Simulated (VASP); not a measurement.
# SnO2 in VASP: a series of runs

SnO2 is run at these levels: LDA; tasks: single point.

Everything below comes from runs of VASP 6.6.1. Logs are shortened: lines on timing, memory, paths and dates and some standing lists are left out, and cuts for length are marked.

## 1. The cell of the first run

The typed cell holds 6 atoms: a = 4.698 Å, b = 4.701 Å, c = 3.254 Å, α = 90.00°, β = 90.00°, γ = 90.00°.

## 2. Single point, LDA (uniaxial strain along c: +2.0 %)

File INCAR:

```
SYSTEM = SnO2
ALGO = Normal
EDIFF = 1E-6
ENCUT = 520
GGA = CA
ISIF = 2
ISMEAR = 0
LASPH = .True.
LCHARG = .True.
LELF = .True.
LREAL = .False.
LVHAR = .True.
LWAVE = .False.
NBANDS = 35
NELM = 60
PREC = Accurate
SIGMA = 0.02
```

File KPOINTS:

```
k-points
0
Gamma
  6 6 8
  0 0 0
```

File POSCAR:

```
SnO2
1.0
    4.6976651183      0.0000000000      0.0000000000
    0.0000000000      4.7006252542      0.0000000000
    0.0000000000      0.0000000000      3.2538197911
Sn O
2 4
Direct
    0.5000000000      0.5000000000      0.5000000000
    0.0000000000      0.0000000000      0.0000000000
    0.3055669669      0.3065721211      0.0000000000
    0.8055669669      0.1934278789      0.5000000000
    0.1944330331      0.8065721211      0.5000000000
    0.6944330331      0.6934278789      0.0000000000
```

Potentials or basis: VASP PAW LDA potentials, release 64 (Sn_d, O).

The run is started by

```bash
cat potpaw_LDA.64/Sn_d/POTCAR potpaw_LDA.64/O/POTCAR > POTCAR
mpirun -np 1 vasp_std > vasp.out
```

OUTCAR:

```text
SYSTEM = SnO2
   EDIFF = 1E-6
   ENCUT = 520
   GGA = CA
   ISIF = 2
   ISMEAR = 0
   LASPH = .True.
   LREAL = .False.
   NELM = 60
   PREC = Accurate

 ion  position               nearest neighbor table
   1  0.500  0.500  0.500-   4 2.03   5 2.03   3 2.08   6 2.08   3 2.08   6 2.08   2 3.70   2 3.70
                             2 3.70   2 3.70   2 3.70   2 3.70   2 3.70   2 3.70
   2  0.000  0.000  0.000-   3 2.03   6 2.03   5 2.08   4 2.08   4 2.08   5 2.08   1 3.70   1 3.70
                             1 3.70   1 3.70   1 3.70   1 3.70   1 3.70   1 3.70
   3  0.306  0.307  0.000-   2 2.03   1 2.08   1 2.08
   4  0.806  0.193  0.500-   1 2.03   2 2.08   2 2.08
   5  0.194  0.807  0.500-   1 2.03   2 2.08   2 2.08
   6  0.694  0.693  0.000-   2 2.03   1 2.08   1 2.08

  LATTYP: Found a simple orthorhombic cell.
 ALAT       =     3.2538197911
 B/A-ratio  =     1.4437385657
 C/A-ratio  =     1.4446483075

  Lattice vectors:

 A1 = (   0.0000000000,   0.0000000000,   3.2538197911)
 A2 = (   4.6976651183,   0.0000000000,   0.0000000000)
 A3 = (   0.0000000000,   4.7006252542,   0.0000000000)

Analysis of symmetry for initial positions (statically):
=====================================================================
 Subroutine PRICEL returns:
 Original cell was already a primitive cell.

 Routine SETGRP: Setting up the symmetry group for a
 simple orthorhombic supercell.

 Subroutine GETGRP returns: Found  8 space group operations
 (whereof  4 operations were pure point group operations)
 out of a pool of  8 trial point group operations.

The static configuration has the point symmetry C_2h.
 The point group associated with its full space group is D_2h.

Analysis of symmetry for dynamics (positions and initial velocities):
=====================================================================
 Subroutine PRICEL returns:
 Original cell was already a primitive cell.

 Routine SETGRP: Setting up the symmetry group for a
 simple orthorhombic supercell.

 Subroutine GETGRP returns: Found  8 space group operations
 (whereof  4 operations were pure point group operations)
 out of a pool of  8 trial point group operations.

The dynamic configuration has the point symmetry C_2h.
 The point group associated with its full space group is D_2h.

 Subroutine INISYM returns: Found  8 space group operations
 (whereof  4 operations are pure point group operations),
 and found     1 'primitive' translations

----------------------------------------------------------------------------------------

                                     Primitive cell

  volume of cell :      71.8507

  direct lattice vectors                    reciprocal lattice vectors
     4.697665118  0.000000000  0.000000000     0.212871709  0.000000000  0.000000000
     0.000000000  4.700625254  0.000000000     0.000000000  0.212737656  0.000000000
     0.000000000  0.000000000  3.253819791     0.000000000  0.000000000  0.307331095

  length of vectors
     4.697665118  4.700625254  3.253819791     0.212871709  0.212737656  0.307331095

  position of ions in fractional coordinates (direct lattice)
     0.500000000  0.500000000  0.500000000
     0.000000000  0.000000000  0.000000000
     0.305566967  0.306572121  0.000000000
     0.805566967  0.193427879  0.500000000
     0.194433033  0.806572121  0.500000000
     0.694433033  0.693427879  0.000000000

  ion indices of the primitive-cell ions
   primitive index   ion index
                 1           1
                 2           2
                 3           3
                 4           4
                 5           5
                 6           6

----------------------------------------------------------------------------------------

 KPOINTS: k-points

Automatic generation of k-mesh.
 Grid dimensions read from file:
 generate k-points for:    6    6    8

 Generating k-lattice:

  Cartesian coordinates                     Fractional coordinates (reciprocal lattice)
     0.035478618  0.000000000  0.000000000     0.166666667  0.000000000  0.000000000
     0.000000000  0.035456276  0.000000000     0.000000000  0.166666667  0.000000000
     0.000000000  0.000000000  0.038416387     0.000000000  0.000000000  0.125000000

  Length of vectors
     0.035478618  0.035456276  0.038416387

  Shift w.r.t. Gamma in fractional coordinates (k-lattice)
     0.000000000  0.000000000  0.000000000

 Subroutine IBZKPT returns following result:
 ===========================================

 Found     80 irreducible k-points:

 Following reciprocal coordinates:
            Coordinates               Weight
  0.000000  0.000000  0.000000      1.000000
  0.166667  0.000000  0.000000      2.000000
  0.333333  0.000000  0.000000      2.000000
  0.500000  0.000000  0.000000      1.000000
  0.000000  0.166667  0.000000      2.000000
  0.166667  0.166667  0.000000      4.000000
[... 16 lines left out ...]
  0.333333  0.166667  0.125000      8.000000
  0.500000  0.166667  0.125000      4.000000
 [... further k-points ...]
   k-points           NKPTS =     80   k-points in BZ     NKDIM =     80   number of bands    NBANDS=     35
   number of dos      NEDOS =    301   number of ions     NIONS =      6
   total plane-waves  NPLWV =  31104
   dimension x,y,z NGX =    36 NGY =   36 NGZ =   24
   dimension x,y,z NGXF=    72 NGYF=   72 NGZF=   48
   ions per type =               2   4
   NGX,Y,Z   is equivalent  to a cutoff of  12.74, 12.73, 12.26 a.u.
   NGXF,Y,Z  is equivalent  to a cutoff of  25.48, 25.46, 24.52 a.u.
 SYSTEM =  SnO2
   PREC   = accura    normal or accurate (medium, high low for compatibility)
   ISTART =      0    job   : 0-new  1-cont  2-samecut
   ICHARG =      2    charge: 1-file 2-atom 10-const
   ISPIN  =      1    spin polarized calculation?
   LNONCOLLINEAR =      F non collinear calculations
   LSORBIT =      F    spin-orbit coupling
   LASPH  =      T    aspherical Exc in radial PAW
   ENCUT  =  520.0 eV  38.22 Ry    6.18 a.u.   8.73  8.74  6.05*2*pi/ulx,y,z
   NELM   =     60;   NELMIN=  2; NELMDL= -5     # of ELM steps
   EDIFF  = 0.1E-05   stopping-criterion for ELM
   LREAL  =      F    real-space projection
   EDIFFG = 0.1E-04   stopping-criterion for IOM
   NSW    =      0    number of steps for IOM
   IBRION =     -1    ionic relax: 0-MD 1-quasi-New 2-CG
   NFREE  =      0    steps in history (QN), initial steepest desc. (CG)
   ISIF   =      2    stress and relaxation
   ISYM   =      2    0-nonsym 1-usesym 2-fastsym
   POTIM  = 0.5000    time-step for ionic-motion
   TEBEG  =    0.0;   TEEND  =   0.0 temperature during run
   PSTRESS=    0.0 pullay stress
   NELECT =      52.0000    total number of electrons
   NUPDOWN=      -1.0000    fix difference up-down
   EMIN   =  10.00;   EMAX   =-10.00  energy-range for DOS
   EFERMI =   0.00;   METHOD = LEGACY
   ISMEAR =     0;   SIGMA  =   0.02  broadening in eV -4-tet -1-fermi 0-gaus
   EFERMI_NEDOS =   21; number of points for ismear=-14 and -15
   IALGO  =     38    algorithm
   IMIX   =      4    mixing-type and parameters
     AMIX     =   0.40;   BMIX     =  1.00
     AMIX_MAG =   1.60;   BMIX_MAG =  1.00
  volume/ion in A,a.u.               =      11.98        80.81
  Fermi-wavevector in a.u.,A,eV,Ry     =   1.469825  2.777566 29.393819  2.160385
  Thomas-Fermi vector in A             =   2.585155
   LORBIT       =      0    0 simple, 1 ext, 2 COOP (PROOUT), +10 PAW based schemes
   GGA     = CA    functional components
   LHFCALC =     F    Hartree Fock is set to
   AEXX    =    0.0000 exact exchange contribution
   IVDW    =     0    specifies the selected vdW correction
   LEPSILON=     F    determine dielectric tensor
   LRPA    =     F    only Hartree local field effects (RPA)
 non-spin polarized calculation
 Gauss-broadening in eV      SIGMA  =   0.02
  energy-cutoff  :      520.00
  volume of cell :       71.85
 maximum number of plane-waves:      1968
 NGX is ok and might be reduce to    36
   NGX = 17   NGY = 17   NGZ = 13

 number of electron      51.9999993 magnetization

 Free energy of the ion-electron system (eV)
  ---------------------------------------------------
  ext. energy  EPLUGINS =         0.00000000
  ---------------------------------------------------
  free energy    TOTEN  =       -42.25973303 eV

  energy without entropy =      -42.25973303  energy(sigma->0) =      -42.25973303

 E-fermi :   5.9670     XC(G=0): -11.7892

 val. band max:        5.8197878532   @ k =   0.0000   0.0000   0.0000
 cond. band min:       6.8276504465   @ k =   0.0000   0.0000   0.0000
 fundamental gap:      1.0078625934
 Fermi energy:         5.9669859412

 k-point     1 :       0.0000    0.0000    0.0000
  band No.  band energies     occupation
      1     -15.1627      2.00000
      2     -14.3602      2.00000
      3     -14.1620      2.00000
      4     -14.1419      2.00000
      5     -14.1417      2.00000
      6     -14.1092      2.00000
[... 27 lines left out ...]
     34      17.8589      0.00000
     35      18.2025      0.00000

 k-point     2 :       0.1667    0.0000    0.0000
  band No.  band energies     occupation
      1     -15.1195      2.00000
      2     -14.4120      2.00000
      3     -14.1621      2.00000
      4     -14.1398      2.00000
      5     -14.1395      2.00000
      6     -14.1371      2.00000
[... 27 lines left out ...]
     34      17.8668      0.00000
     35      18.1483      0.00000

 k-point     3 :       0.3333    0.0000    0.0000
  band No.  band energies     occupation
      1     -14.9942      2.00000
      2     -14.5814      2.00000
      3     -14.1630      2.00000
      4     -14.1615      2.00000
      5     -14.1353      2.00000
      6     -14.1350      2.00000
[... 27 lines left out ...]
     34      17.9466      0.00000
     35      18.1023      0.00000
[... 723 lines left out ...]
 k-point    23 :       0.3333    0.1667    0.1250
  band No.  band energies     occupation
      1     -14.9378      2.00000
      2     -14.6218      2.00000
      3     -14.2668      2.00000
      4     -14.2538      2.00000
      5     -14.1194      2.00000
      6     -14.0866      2.00000
[... 27 lines left out ...]
     34      17.8596      0.00000
     35      18.0432      0.00000

 k-point    24 :       0.5000    0.1667    0.1250
  band No.  band energies     occupation
      1     -14.7948      2.00000
      2     -14.7948      2.00000
      3     -14.2617      2.00000
      4     -14.2617      2.00000
      5     -14.1017      2.00000
      6     -14.1017      2.00000
[... 27 lines left out ...]
     34      17.8611      0.00000
     35      18.0437      0.00000

 [... further k-points ...]

------------------------ aborting loop because EDIFF is reached ----------------------------------------

  FORCE on cell =-STRESS in cart. coord.  units (eV):
  Direction    XX          YY          ZZ          XY          YZ          ZX
  --------------------------------------------------------------------------------------
  -------------------------------------------------------------------------------------
  Total       -0.0194366     -0.0244166     -2.5209601     -0.0000000      0.0000000      0.0000000
  in kB       -0.4334114     -0.5444584    -56.2141149     -0.0000000      0.0000000      0.0000000
  external PRESSURE =     -19.0639949 kB  Pullay stress =       0.0000000 kB

 VOLUME and BASIS-vectors are now :
 -----------------------------------------------------------------------------
  energy-cutoff  :      520.00
  volume of cell :       71.85
      direct lattice vectors                 reciprocal lattice vectors
     4.697665118  0.000000000  0.000000000     0.212871709  0.000000000  0.000000000
     0.000000000  4.700625254  0.000000000     0.000000000  0.212737656  0.000000000
     0.000000000  0.000000000  3.253819791     0.000000000  0.000000000  0.307331095

 POSITION                                       TOTAL-FORCE (eV/Angst)
 -----------------------------------------------------------------------------------
      2.34883      2.35031      1.62691         0.000000      0.000000      0.000000
      0.00000      0.00000      0.00000         0.000000      0.000000      0.000000
      1.43545      1.44108      0.00000         0.075127      0.072379     -0.000000
      3.78428      0.90923      1.62691         0.075127     -0.072379     -0.000000
      0.91338      3.79139      1.62691        -0.075127      0.072379      0.000000
      3.26221      3.25954      0.00000        -0.075127     -0.072379      0.000000
 -----------------------------------------------------------------------------------
    total drift:                                0.000000      0.000000      0.000000

  FREE ENERGIE OF THE ION-ELECTRON SYSTEM (eV)
  ---------------------------------------------------
  free  energy   TOTEN  =       -42.2597330264 eV

  energy  without entropy=      -42.2597330264  energy(sigma->0) =      -42.25973303
```

Wall time 5.8 min (1 thread of AMD EPYC 7R13 (Zen 3), shared host); peak memory 0.23 GiB.

Results:

- Free energy: -42.2597 eV
- Pressure: -1.9 GPa
- Largest force: 0.104 eV/Å
- Band gap on the k mesh: 1.01 eV, direct

Forces on the atoms (eV/Å):
```
Sn   0.000  0.000  0.000
Sn   0.000  0.000  0.000
O    0.075  0.072  0.000
O    0.075 -0.072  0.000
O   -0.075  0.072  0.000
O   -0.075 -0.072  0.000
```

Levels at points of the mesh, in eV from the valence-band top:
| k point | band 24 | band 25 | band 26 | band 27 | band 28 | band 29 |
| --- | --- | --- | --- | --- | --- | --- |
| (0.00, 0.00, 0.00) | -0.77 | -0.76 | 0.00 | 1.01 | 5.65 | 5.85 |
| (0.50, 0.00, 0.00) | -1.28 | -0.62 | -0.62 | 4.23 | 4.23 | 6.60 |
| (0.00, 0.50, 0.00) | -1.28 | -0.62 | -0.62 | 4.23 | 4.23 | 6.62 |
| (0.50, 0.50, 0.00) | -1.42 | -0.85 | -0.85 | 4.56 | 4.56 | 7.15 |
| (0.00, 0.00, 0.50) | -1.71 | -1.26 | -1.26 | 5.92 | 5.92 | 9.53 |
| (0.50, 0.00, 0.50) | -1.09 | -0.67 | -0.67 | 6.24 | 6.24 | 7.95 |
| (0.00, 0.50, 0.50) | -1.10 | -0.67 | -0.67 | 6.23 | 6.23 | 7.94 |
| (0.50, 0.50, 0.50) | -0.95 | -0.79 | -0.79 | 4.64 | 4.64 | 8.62 |

Caveat: the cell differs from its parent crystal (uniaxial strain along c: +2.0 %); spin-orbit coupling is left out, which moves the levels of the heavy elements.

(Continued in part 2 of 2.)
